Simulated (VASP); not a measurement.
Mg3Sb2:

```
Mg Sb
1.0
     4.56967    0.00000    0.00000
    -2.28483    3.95745    0.00000
     0.00000    0.00000    7.24000
Mg Sb
3 2
Direct
  0.33333 0.66667 0.63366
  0.66667 0.33333 0.36634
  0.00000 0.00000 0.00000
  0.33333 0.66667 0.22875
  0.66667 0.33333 0.77125
```

Base run:

| Item | Value |
| --- | --- |
| Program | VASP 6.6.1 |
| Functional | PBE |
| Potentials or basis | VASP PAW PBE potentials, release 64 (Mg, Sb) |
| Cutoff | 600 eV |
| k mesh | 6 × 6 × 4 |
| Occupations | fermi-dirac, width 0.02 eV |
| Spin | no spin polarisation |

Its results: band gap on the k mesh 0.24 eV (least direct gap 1.11 eV); pressure 0.9 GPa; largest force 0.177 eV/Å.

**Question.** The run is repeated on the same cell with these changes: functional from PBE to r2SCAN; cutoff from 600 eV to 660 eV; occupations from fermi-dirac, width 0.02 eV to gaussian, width 0.01 eV. What comes out?

**Answer.** Band gap on the k mesh 0.56 eV (least direct gap 1.75 eV); pressure 0.0 GPa; largest force 0.016 eV/Å.

Caveats: spin-orbit coupling is left out, which moves the levels of the heavy elements; the PAW data sets were made with another functional, which shifts forces and pressure a little (at least some runs).

A k mesh can miss the band edges.
